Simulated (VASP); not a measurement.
# Sn (I4_1/amd) in VASP: relaxation of cell and atoms with LDA

Aim: the relaxation of cell and atoms of Sn with LDA.

Everything below comes from runs of VASP 6.6.1. Logs are shortened: lines on timing, memory, paths and dates and some standing lists are left out, and cuts for length are marked.

### Step 1. The cell of the first run

Symmetry: I4_1/amd, No. 141, tetragonal system. The conventional cell has a = 5.946 Å, b = 5.946 Å, c = 3.214 Å, α = 90.00°, β = 90.00°, γ = 90.00°. Sn (site symmetry -4m2) has 10 Sn at 3.08 to 3.83 Å within 4.1 Å.

### Step 2. Relaxation of cell and atoms, LDA

INCAR reads:

```
SYSTEM = Sn
PREC = Accurate
ENCUT = 600
EDIFF = 1E-6
ISMEAR = 0
SIGMA = 0.1
LREAL = .False.
LASPH = .True.
NELM = 100
ALGO = Normal
ISIF = 3
LWAVE = .False.
LCHARG = .False.
GGA = CA
IBRION = 2
NSW = 70
EDIFFG = -0.005
```

KPOINTS reads:

```
regular mesh
0
Gamma
  16 16 16
  0 0 0
```

POSCAR reads:

```
Sn
1.0
   -2.9729538814      2.9729538814      1.6068815736
    2.9729538814     -2.9729538814      1.6068815736
    2.9729538814      2.9729538814     -1.6068815736
Sn
2
Direct
    0.0000000000      0.0000000000      0.0000000000
    0.7500000000      0.2500000000      0.5000000000
```

Potentials or basis: VASP PAW LDA potentials, release 64 (Sn_d).

Command:

```sh
$ cat potpaw_LDA.64/Sn_d/POTCAR > POTCAR
$ mpirun -np 1 vasp_std > vasp.out
```

OUTCAR:

```text
SYSTEM = Sn
   PREC = Accurate
   ENCUT = 600
   EDIFF = 1E-6
   ISMEAR = 0
   LREAL = .False.
   LASPH = .True.
   NELM = 100
   ISIF = 3
   GGA = CA
   IBRION = 2
   NSW = 70
   EDIFFG = -0.005

 ion  position               nearest neighbor table
   1  0.000  0.000  0.000-   2 3.08   2 3.08   2 3.08   2 3.08
   2  0.750  0.250  0.500-   1 3.08   1 3.08   1 3.08   1 3.08

  LATTYP: Found a body centered tetragonal cell.
 ALAT       =     5.9459077628
 C/A-ratio  =     0.5405000002

  Lattice vectors:

 A1 = (  -2.9729538814,   2.9729538814,   1.6068815736)
 A2 = (   2.9729538814,  -2.9729538814,   1.6068815736)
 A3 = (   2.9729538814,   2.9729538814,  -1.6068815736)

Analysis of symmetry for initial positions (statically):
=====================================================================
 Subroutine PRICEL returns:
 Original cell was already a primitive cell.

 Routine SETGRP: Setting up the symmetry group for a
 body centered tetragonal supercell.

 Subroutine GETGRP returns: Found 16 space group operations
 (whereof  8 operations were pure point group operations)
 out of a pool of 16 trial point group operations.

The static configuration has the point symmetry D_2d.
 The point group associated with its full space group is D_4h.

Analysis of symmetry for dynamics (positions and initial velocities):
=====================================================================
 Subroutine PRICEL returns:
 Original cell was already a primitive cell.

 Routine SETGRP: Setting up the symmetry group for a
 body centered tetragonal supercell.

 Subroutine GETGRP returns: Found 16 space group operations
 (whereof  8 operations were pure point group operations)
 out of a pool of 16 trial point group operations.

The dynamic configuration has the point symmetry D_2d.
 The point group associated with its full space group is D_4h.

 Subroutine INISYM returns: Found 16 space group operations
 (whereof  8 operations are pure point group operations),
 and found     1 'primitive' translations

----------------------------------------------------------------------------------------

                                     Primitive cell

  volume of cell :      56.8094

  direct lattice vectors                    reciprocal lattice vectors
    -2.972953881  2.972953881  1.606881574     0.000000000  0.168182898  0.311161699
     2.972953881 -2.972953881  1.606881574     0.168182898  0.000000000  0.311161699
     2.972953881  2.972953881 -1.606881574     0.168182898  0.168182898  0.000000000

  length of vectors
     4.500997440  4.500997440  4.500997440     0.353704806  0.353704806  0.237846536

  position of ions in fractional coordinates (direct lattice)
     0.000000000  0.000000000  0.000000000
     0.750000000  0.250000000  0.500000000

  ion indices of the primitive-cell ions
   primitive index   ion index
                 1           1
                 2           2

----------------------------------------------------------------------------------------

 KPOINTS: regular mesh

Automatic generation of k-mesh.
 Grid dimensions read from file:
 generate k-points for:   16   16   16

 Generating k-lattice:

  Cartesian coordinates                     Fractional coordinates (reciprocal lattice)
     0.000000000  0.010511431  0.019447606     0.062500000  0.000000000  0.000000000
     0.010511431  0.000000000  0.019447606     0.000000000  0.062500000  0.000000000
     0.010511431  0.010511431  0.000000000     0.000000000  0.000000000  0.062500000

  Length of vectors
     0.022106550  0.022106550  0.014865408

  Shift w.r.t. Gamma in fractional coordinates (k-lattice)
     0.000000000  0.000000000  0.000000000

 Subroutine IBZKPT returns following result:
 ===========================================

 Found    349 irreducible k-points:

 Following reciprocal coordinates:
            Coordinates               Weight
  0.000000  0.000000  0.000000      1.000000
  0.062500  0.000000  0.000000      8.000000
  0.125000  0.000000  0.000000      8.000000
  0.187500  0.000000  0.000000      8.000000
  0.250000  0.000000  0.000000      8.000000
  0.312500  0.000000  0.000000      8.000000
[... 16 lines left out ...]
 -0.125000  0.062500  0.000000     16.000000
 -0.062500  0.062500  0.000000      4.000000
 [... further k-points ...]
   k-points           NKPTS =    349   k-points in BZ     NKDIM =    349   number of bands    NBANDS=     18
   number of dos      NEDOS =    301   number of ions     NIONS =      2
   total plane-waves  NPLWV =  46656
   dimension x,y,z NGX =    36 NGY =   36 NGZ =   36
   dimension x,y,z NGXF=    72 NGYF=   72 NGZF=   72
   ions per type =               2
   NGX,Y,Z   is equivalent  to a cutoff of  13.30, 13.30, 13.30 a.u.
   NGXF,Y,Z  is equivalent  to a cutoff of  26.59, 26.59, 26.59 a.u.
 SYSTEM =  Sn
   PREC   = accura    normal or accurate (medium, high low for compatibility)
   ISTART =      0    job   : 0-new  1-cont  2-samecut
   ICHARG =      2    charge: 1-file 2-atom 10-const
   ISPIN  =      1    spin polarized calculation?
   LNONCOLLINEAR =      F non collinear calculations
   LSORBIT =      F    spin-orbit coupling
   LASPH  =      T    aspherical Exc in radial PAW
   ENCUT  =  600.0 eV  44.10 Ry    6.64 a.u.   8.99  8.99  8.99*2*pi/ulx,y,z
   NELM   =    100;   NELMIN=  2; NELMDL= -5     # of ELM steps
   EDIFF  = 0.1E-05   stopping-criterion for ELM
   LREAL  =      F    real-space projection
   EDIFFG = -.5E-02   stopping-criterion for IOM
   NSW    =     70    number of steps for IOM
   IBRION =      2    ionic relax: 0-MD 1-quasi-New 2-CG
   NFREE  =      1    steps in history (QN), initial steepest desc. (CG)
   ISIF   =      3    stress and relaxation
   ISYM   =      2    0-nonsym 1-usesym 2-fastsym
   POTIM  = 0.5000    time-step for ionic-motion
   TEBEG  =    0.0;   TEEND  =   0.0 temperature during run
   PSTRESS=    0.0 pullay stress
   NELECT =      28.0000    total number of electrons
   NUPDOWN=      -1.0000    fix difference up-down
   EMIN   =  10.00;   EMAX   =-10.00  energy-range for DOS
   EFERMI =   0.00;   METHOD = LEGACY
   ISMEAR =     0;   SIGMA  =   0.10  broadening in eV -4-tet -1-fermi 0-gaus
   EFERMI_NEDOS =   21; number of points for ismear=-14 and -15
   IALGO  =     38    algorithm
   IMIX   =      4    mixing-type and parameters
     AMIX     =   0.40;   BMIX     =  1.00
     AMIX_MAG =   1.60;   BMIX_MAG =  1.00
  volume/ion in A,a.u.               =      28.40       191.68
  Fermi-wavevector in a.u.,A,eV,Ry     =   1.293165  2.443728 22.752710  1.672277
  Thomas-Fermi vector in A             =   2.424828
   LORBIT       =      0    0 simple, 1 ext, 2 COOP (PROOUT), +10 PAW based schemes
   GGA     = CA    functional components
   LHFCALC =     F    Hartree Fock is set to
   AEXX    =    0.0000 exact exchange contribution
   IVDW    =     0    specifies the selected vdW correction
   LEPSILON=     F    determine dielectric tensor
   LRPA    =     F    only Hartree local field effects (RPA)
 conjugate gradient relaxation of ions
 non-spin polarized calculation
 Gauss-broadening in eV      SIGMA  =   0.10
  energy-cutoff  :      600.00
  volume of cell :       56.81
 maximum number of plane-waves:      1950
   NGX = 17   NGY = 17   NGZ = 17

--------------------------------------- Ionic step        1  -------------------------------------------

 number of electron      27.9999992 magnetization

 Free energy of the ion-electron system (eV)
  ---------------------------------------------------
  ext. energy  EPLUGINS =         0.00000000
  ---------------------------------------------------
  free energy    TOTEN  =        -8.92519476 eV

  energy without entropy =       -8.92041652  energy(sigma->0) =       -8.92280564

------------------------ aborting loop because EDIFF is reached ----------------------------------------

  FORCE on cell =-STRESS in cart. coord.  units (eV):
  Direction    XX          YY          ZZ          XY          YZ          ZX
  --------------------------------------------------------------------------------------
  -------------------------------------------------------------------------------------
  Total       -1.4150542     -1.4150542     -1.4169606      0.0000000      0.0000000      0.0000000
  in kB      -39.9083214    -39.9083214    -39.9620850      0.0000000      0.0000000      0.0000000
  external PRESSURE =     -39.9262426 kB  Pullay stress =       0.0000000 kB
[... 89 lines left out ...]
  FREE ENERGIE OF THE ION-ELECTRON SYSTEM (eV)
  ---------------------------------------------------
  free  energy   TOTEN  =        -8.9847021720 eV

  energy  without entropy=       -8.9802195617  energy(sigma->0) =       -8.98246087

[... ionic steps 4 to 8 ...]

--------------------------------------- Ionic step        9  -------------------------------------------

 number of electron      28.0000010 magnetization

------------------------ aborting loop because EDIFF is reached ----------------------------------------

  FORCE on cell =-STRESS in cart. coord.  units (eV):
  Direction    XX          YY          ZZ          XY          YZ          ZX
  --------------------------------------------------------------------------------------
  -------------------------------------------------------------------------------------
  Total       -0.0022161     -0.0022161     -0.0228616      0.0000000      0.0000000      0.0000000
  in kB       -0.0677502     -0.0677502     -0.6989274      0.0000000      0.0000000      0.0000000
  external PRESSURE =      -0.2781426 kB  Pullay stress =       0.0000000 kB
[... 57 lines left out ...]
  energy  without entropy=       -8.9802003718  energy(sigma->0) =       -8.98245768

--------------------------------------- Ionic step       11  -------------------------------------------

 number of electron      28.0000009 magnetization

 Free energy of the ion-electron system (eV)
  ---------------------------------------------------
  ext. energy  EPLUGINS =         0.00000000
  ---------------------------------------------------
  free energy    TOTEN  =        -8.98473044 eV

  energy without entropy =       -8.98022330  energy(sigma->0) =       -8.98247687

 E-fermi :   8.1502     XC(G=0): -10.7137

 val. band max:        8.1473326320   @ k =  -0.2500   0.1250   0.0000
 cond. band min:       8.1696561357   @ k =   0.4375   0.3750   0.0000
 fundamental gap:      0.0223235038
 Fermi energy:         8.1502174855

 k-point     1 :       0.0000    0.0000    0.0000
  band No.  band energies     occupation
      1     -13.4609      2.00000
      2     -13.3765      2.00000
      3     -13.3223      2.00000
      4     -13.3179      2.00000
      5     -13.1337      2.00000
      6     -13.1337      2.00000
[... 10 lines left out ...]
     17      14.3945      0.00000
     18      15.3109      0.00000
[... 466 lines left out ...]
      2     -13.3770      2.00000
      3     -13.3201      2.00000
      4     -13.3192      2.00000
      5     -13.1354      2.00000
      6     -13.1319      2.00000
[... 10 lines left out ...]
     17      14.1821      0.00000
     18      15.3482      0.00000

 [... further k-points ...]
[... 5 lines left out ...]
  --------------------------------------------------------------------------------------
  -------------------------------------------------------------------------------------
  Total       -0.0010215     -0.0010215      0.0093284      0.0000000     -0.0000000      0.0000000
  in kB       -0.0312376     -0.0312376      0.2852638      0.0000000     -0.0000000      0.0000000
  external PRESSURE =       0.0742629 kB  Pullay stress =       0.0000000 kB
[... 17 lines left out ...]
  FREE ENERGIE OF THE ION-ELECTRON SYSTEM (eV)
  ---------------------------------------------------
  free  energy   TOTEN  =        -8.9847304449 eV

  energy  without entropy=       -8.9802232982  energy(sigma->0) =       -8.98247687

 reached required accuracy - stopping structural energy minimisation
```

Wall time 1.6 h (1 thread of AMD EPYC, shared host); peak memory 0.44 GiB.

Results:

| Property | Result |
| --- | --- |
| Free energy | -8.9847 eV |
| Relaxed volume | 26.20 Å³/atom |
| Relaxed cell | a = 4.383 Å, b = 4.383 Å, c = 4.383 Å, α = 97.30°, β = 97.30°, γ = 138.25° |
| Space group after relaxing (to 0.05 Å) | I4_1/amd (No. 141) |
| Energy gained by relaxing | 29.8 meV/atom |
| Ionic steps | 11 |
| Pressure after relaxing | 0.0 GPa |
| Band gap on the k mesh | zero (band 14 reaches 9.79 eV, above the bottom of band 15 at 5.38 eV) |

Step by step:
```tsv
step	energy change (eV)	largest force (eV/Å)	pressure (GPa)	volume (Å³)
1	0.0000	0.0000	-3.99	56.81
2	-0.0540	0.0000	1.51	51.19
3	-0.0595	0.0000	0.00	52.40
4	-0.0595	0.0000	0.13	52.31
5	-0.0595	0.0000	-0.08	52.46
6	-0.0595	0.0000	0.00	52.41
7	-0.0595	0.0000	-0.03	52.42
8	-0.0595	0.0000	-0.01	52.42
9	-0.0595	0.0000	-0.03	52.41
10	-0.0595	0.0000	0.00	52.37
11	-0.0595	0.0000	0.01	52.39
```

Final structure:
```
Sn
1.0
    -2.89586    2.89586    1.56190
     2.89586   -2.89586    1.56190
     2.89586    2.89586   -1.56190
Sn
2
Direct
  0.00000 0.00000 0.00000
  0.75000 0.25000 0.50000
```

Caveat: spin-orbit coupling is left out, which moves the levels of the heavy elements. LDA usually gives volumes a few per cent too small.
